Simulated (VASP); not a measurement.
# ScPbS4 (F-43m) in VASP: notebook

The runs below take ScPbS4 through single point, relaxation of cell and atoms, with PBE.

Program: VASP 6.6.1. These are calculated values, not measurements. Logs are shortened: lines on timing, memory, paths and dates and some standing lists are left out, and cuts for length are marked.

## Step 1: The cell of the first run

Symmetry: F-43m, No. 216, cubic system. The conventional cell has a = 7.812 Å, b = 7.812 Å, c = 7.812 Å, α = 90.00°, β = 90.00°, γ = 90.00°. Within 4.3 Å of Sc (site symmetry -43m) lie 12 S at 3.23 Å and 4 Pb at 3.38 Å. Within 4.3 Å of Pb (site symmetry -43m) lie 12 S at 3.24 Å and 4 Sc at 3.38 Å. S (site symmetry 3m) has 6 S at 2.71 to 2.81 Å and 3 Sc at 3.23 Å and 3 Pb at 3.24 Å within 3.6 Å.

The cell was built from a structure type or drawn by symmetry, and may not be a known phase.

## Step 2: Single point, PBE

INCAR

```
PREC     = Accurate       # precision mode
ENCUT    = 520            # plane-wave cutoff, eV
EDIFF    = 1E-7           # SCF threshold, eV
ISMEAR   = 0              # smearing method
SIGMA    = 0.1            # smearing width, eV
LREAL    = F              # projectors in reciprocal space
LASPH    = T              # aspherical terms in the spheres
NELM     = 60             # most SCF steps
ALGO     = Normal         # electronic algorithm
ISIF     = 2              # what is computed and relaxed
LWAVE    = F              # write WAVECAR
LCHARG   = T              # write CHGCAR
GGA      = PE             # functional
LELF     = T              # ELF
LVHAR    = T            
NBANDS   = 34             # bands
```

KPOINTS

```
regular mesh
0
Gamma
  4 4 4
```

POSCAR

```
ScPbS4
1.0
    0.0000000000      3.9061852032      3.9061852032
    3.9061852032      0.0000000000      3.9061852032
    3.9061852032      3.9061852032      0.0000000000
Sc Pb S
1 1 4
Direct
    0.7500000000      0.7500000000      0.7500000000
    0.0000000000      0.0000000000      0.0000000000
    0.3771562431      0.3771562431      0.8685312706
    0.3771562431      0.8685312706      0.3771562431
    0.8685312706      0.3771562431      0.3771562431
    0.3771562431      0.3771562431      0.3771562431
```

Potentials or basis: VASP PAW PBE potentials, release 64 (Sc_sv, Pb_d, S).

Launch:

```console
$ cat potpaw_PBE.64/Sc_sv/POTCAR potpaw_PBE.64/Pb_d/POTCAR potpaw_PBE.64/S/POTCAR > POTCAR
$ mpirun -np 1 vasp_std > vasp.out
```

OUTCAR:

```text
PREC = Accurate
   ENCUT = 520
   EDIFF = 1E-7
   ISMEAR = 0
   LREAL = F
   LASPH = T
   NELM = 60
   ISIF = 2
   GGA = PE

 ion  position               nearest neighbor table
   1  0.750  0.750  0.750-   2 3.38   2 3.38   2 3.38   2 3.38
   2  0.000  0.000  0.000-   3 3.24   4 3.24   5 3.24   6 3.24   6 3.24   6 3.24   3 3.24   5 3.24
                             5 3.24   3 3.24   4 3.24   4 3.24   1 3.38   1 3.38   1 3.38   1 3.38
   3  0.377  0.377  0.869-   4 2.71   5 2.71   6 2.71   2 3.24   2 3.24   2 3.24
   4  0.377  0.869  0.377-   3 2.71   5 2.71   6 2.71   2 3.24   2 3.24   2 3.24
   5  0.869  0.377  0.377-   3 2.71   4 2.71   6 2.71   2 3.24   2 3.24   2 3.24
   6  0.377  0.377  0.377-   3 2.71   4 2.71   5 2.71   2 3.24   2 3.24   2 3.24

  LATTYP: Found a face centered cubic cell.
 ALAT       =     7.8123704064

  Lattice vectors:

 A1 = (   0.0000000000,   3.9061852032,   3.9061852032)
 A2 = (   3.9061852032,   0.0000000000,   3.9061852032)
 A3 = (   3.9061852032,   3.9061852032,   0.0000000000)

Analysis of symmetry for initial positions (statically):
=====================================================================
 Subroutine PRICEL returns:
 Original cell was already a primitive cell.

 Routine SETGRP: Setting up the symmetry group for a
 face centered cubic supercell.

 Subroutine GETGRP returns: Found 24 space group operations
 (whereof 24 operations were pure point group operations)
 out of a pool of 48 trial point group operations.

The static configuration has the point symmetry T_d .

Analysis of symmetry for dynamics (positions and initial velocities):
=====================================================================
 Subroutine PRICEL returns:
 Original cell was already a primitive cell.

 Routine SETGRP: Setting up the symmetry group for a
 face centered cubic supercell.

 Subroutine GETGRP returns: Found 24 space group operations
 (whereof 24 operations were pure point group operations)
 out of a pool of 48 trial point group operations.

The dynamic configuration has the point symmetry T_d .

 Subroutine INISYM returns: Found 24 space group operations
 (whereof 24 operations are pure point group operations),
 and found     1 'primitive' translations

----------------------------------------------------------------------------------------

                                     Primitive cell

  volume of cell :     119.2034

  direct lattice vectors                    reciprocal lattice vectors
     0.000000000  3.906185203  3.906185203    -0.128002123  0.128002123  0.128002123
     3.906185203  0.000000000  3.906185203     0.128002123 -0.128002123  0.128002123
     3.906185203  3.906185203  0.000000000     0.128002123  0.128002123 -0.128002123

  length of vectors
     5.524180092  5.524180092  5.524180092     0.221706181  0.221706181  0.221706181

  position of ions in fractional coordinates (direct lattice)
     0.750000000  0.750000000  0.750000000
     0.000000000  0.000000000  0.000000000
     0.377156243  0.377156243  0.868531271
     0.377156243  0.868531271  0.377156243
     0.868531271  0.377156243  0.377156243
     0.377156243  0.377156243  0.377156243

  ion indices of the primitive-cell ions
   primitive index   ion index
                 1           1
                 2           2
                 3           3
                 4           4
                 5           5
                 6           6

----------------------------------------------------------------------------------------

 KPOINTS: regular mesh

Automatic generation of k-mesh.
 Grid dimensions read from file:
 generate k-points for:    4    4    4

 Generating k-lattice:

  Cartesian coordinates                     Fractional coordinates (reciprocal lattice)
    -0.032000531  0.032000531  0.032000531     0.250000000  0.000000000  0.000000000
     0.032000531 -0.032000531  0.032000531     0.000000000  0.250000000  0.000000000
     0.032000531  0.032000531 -0.032000531     0.000000000  0.000000000  0.250000000

  Length of vectors
     0.055426545  0.055426545  0.055426545

  Shift w.r.t. Gamma in fractional coordinates (k-lattice)
     0.000000000  0.000000000  0.000000000

 Subroutine IBZKPT returns following result:
 ===========================================

 Found      8 irreducible k-points:

 Following reciprocal coordinates:
            Coordinates               Weight
  0.000000  0.000000  0.000000      1.000000
  0.250000  0.000000  0.000000      8.000000
  0.500000  0.000000  0.000000      4.000000
  0.250000  0.250000  0.000000      6.000000
  0.500000  0.250000  0.000000     24.000000
 -0.250000  0.250000  0.000000     12.000000
  0.500000  0.500000  0.000000      3.000000
 -0.250000  0.500000  0.250000      6.000000
   k-points           NKPTS =      8   k-points in BZ     NKDIM =      8   number of bands    NBANDS=     34
   number of dos      NEDOS =    301   number of ions     NIONS =      6
[... 54 lines left out ...]

 number of electron      49.0000003 magnetization

 Free energy of the ion-electron system (eV)
  ---------------------------------------------------
  ext. energy  EPLUGINS =         0.00000000
  ---------------------------------------------------
  free energy    TOTEN  =       -24.19152062 eV

  energy without entropy =      -24.14361089  energy(sigma->0) =      -24.16756575

 E-fermi :   7.1374     XC(G=0): -10.5474

 val. band max:        7.1262585220   @ k =  -0.2500   0.5000   0.2500
 cond. band min:       7.1392575912   @ k =   0.5000   0.2500   0.0000
 fundamental gap:      0.0129990692
 Fermi energy:         7.1373690235

 k-point     1 :       0.0000    0.0000    0.0000
  band No.  band energies     occupation
      1     -43.8920      2.00000
      2     -22.4852      2.00000
      3     -22.4852      2.00000
      4     -22.4852      2.00000
      5     -10.2961      2.00000
      6     -10.2961      2.00000
[... 26 lines left out ...]
     33       8.9164      0.00000
     34       9.1760      0.00000

 k-point     2 :       0.2500    0.0000    0.0000
  band No.  band energies     occupation
      1     -43.8920      2.00000
      2     -22.4859      2.00000
      3     -22.4853      2.00000
      4     -22.4853      2.00000
      5     -10.2993      2.00000
      6     -10.2945      2.00000
[... 26 lines left out ...]
     33       9.5823      0.00000
     34       9.5823      0.00000

 k-point     3 :       0.5000    0.0000    0.0000
  band No.  band energies     occupation
      1     -43.8920      2.00000
      2     -22.4867      2.00000
      3     -22.4854      2.00000
      4     -22.4854      2.00000
      5     -10.3027      2.00000
      6     -10.2934      2.00000
[... 26 lines left out ...]
     33      10.3905      0.00000
     34      10.4558      0.00000

 k-point     4 :       0.2500    0.2500    0.0000
  band No.  band energies     occupation
      1     -43.8920      2.00000
      2     -22.4859      2.00000
      3     -22.4855      2.00000
      4     -22.4855      2.00000
      5     -10.3028      2.00000
      6     -10.2917      2.00000
[... 26 lines left out ...]
     33       9.6205      0.00000
     34       9.6205      0.00000

 k-point     5 :       0.5000    0.2500    0.0000
  band No.  band energies     occupation
      1     -43.8920      2.00000
      2     -22.4864      2.00000
      3     -22.4857      2.00000
      4     -22.4855      2.00000
      5     -10.3044      2.00000
      6     -10.2943      2.00000
[... 26 lines left out ...]
     33       9.7628      0.00000
     34      10.3570      0.00000

 k-point     6 :      -0.2500    0.2500    0.0000
  band No.  band energies     occupation
      1     -43.8920      2.00000
      2     -22.4862      2.00000
      3     -22.4858      2.00000
      4     -22.4854      2.00000
      5     -10.3022      2.00000
      6     -10.2929      2.00000
[... 26 lines left out ...]
     33       9.8262      0.00000
     34      10.1504      0.00000

 k-point     7 :       0.5000    0.5000    0.0000
  band No.  band energies     occupation
      1     -43.8920      2.00000
      2     -22.4866      2.00000
      3     -22.4857      2.00000
      4     -22.4857      2.00000
      5     -10.3077      2.00000
      6     -10.3026      2.00000
[... 26 lines left out ...]
     33      10.4665      0.00000
     34      10.4665      0.00000

 k-point     8 :      -0.2500    0.5000    0.2500
  band No.  band energies     occupation
      1     -43.8920      2.00000
      2     -22.4862      2.00000
      3     -22.4861      2.00000
      4     -22.4857      2.00000
      5     -10.3047      2.00000
      6     -10.2963      2.00000
[... 26 lines left out ...]
     33       9.6161      0.00000
     34      10.0193      0.00000

------------------------ aborting loop because EDIFF is reached ----------------------------------------

  FORCE on cell =-STRESS in cart. coord.  units (eV):
  Direction    XX          YY          ZZ          XY          YZ          ZX
  --------------------------------------------------------------------------------------
  -------------------------------------------------------------------------------------
  Total       -0.0995109     -0.0995109     -0.0995109      0.0000000      0.0000000     -0.0000000
  in kB       -1.3374974     -1.3374974     -1.3374974      0.0000000      0.0000000     -0.0000000
  external PRESSURE =      -1.3374974 kB  Pullay stress =       0.0000000 kB

 VOLUME and BASIS-vectors are now :
 -----------------------------------------------------------------------------
  energy-cutoff  :      520.00
  volume of cell :      119.20
      direct lattice vectors                 reciprocal lattice vectors
     0.000000000  3.906185203  3.906185203    -0.128002123  0.128002123  0.128002123
     3.906185203  0.000000000  3.906185203     0.128002123 -0.128002123  0.128002123
     3.906185203  3.906185203  0.000000000     0.128002123  0.128002123 -0.128002123

 POSITION                                       TOTAL-FORCE (eV/Angst)
 -----------------------------------------------------------------------------------
      5.85928      5.85928      5.85928        -0.000000     -0.000000     -0.000000
      0.00000      0.00000      0.00000        -0.000000     -0.000000     -0.000000
      4.86589      4.86589      2.94648        -0.004519     -0.004519      0.004519
      4.86589      2.94648      4.86589        -0.004519      0.004519     -0.004519
      2.94648      4.86589      4.86589         0.004519     -0.004519     -0.004519
      2.94648      2.94648      2.94648         0.004519      0.004519      0.004519
 -----------------------------------------------------------------------------------
    total drift:                                0.000000      0.000000      0.000000

  FREE ENERGIE OF THE ION-ELECTRON SYSTEM (eV)
  ---------------------------------------------------
  free  energy   TOTEN  =       -24.1915206211 eV

  energy  without entropy=      -24.1436108864  energy(sigma->0) =      -24.16756575
```

It took 82 s on 1 thread of Intel Xeon Platinum 8259CL at 2.50GHz (Skylake/Cascade Lake), shared host; peak memory 0.26 GiB.

Results:

```yaml
Free_energy: -24.1915 eV
Pressure: -0.1 GPa
Largest_force: 0.008 eV/Å
Band_gap_on_the_k_mesh: zero (an odd number of electrons rules out a gap without spin polarisation)
```

Forces in eV/Å, atoms in the order of the input:
```
Sc   0.000  0.000  0.000
Pb   0.000  0.000  0.000
S   -0.005 -0.005  0.005
S   -0.005  0.005 -0.005
S    0.005 -0.005 -0.005
S    0.005  0.005  0.005
```

Levels at points of the mesh, in eV from the Fermi level:
| k point | band 22 | band 23 | band 24 | band 25 | band 26 | band 27 |
| --- | --- | --- | --- | --- | --- | --- |
| (0.00, 0.00, 0.00) | -0.55 | -0.55 | 0.46 | 0.46 | 0.46 | 1.56 |
| (0.50, 0.00, 0.00) | -2.66 | -2.60 | 0.34 | 0.52 | 0.57 | 0.57 |
| (0.50, 0.50, 0.00) | -2.75 | -2.59 | -2.16 | 0.09 | 0.09 | 0.34 |

Caveat: spin-orbit coupling is left out, which moves the levels of the heavy elements.

[end of part 1 of 2]
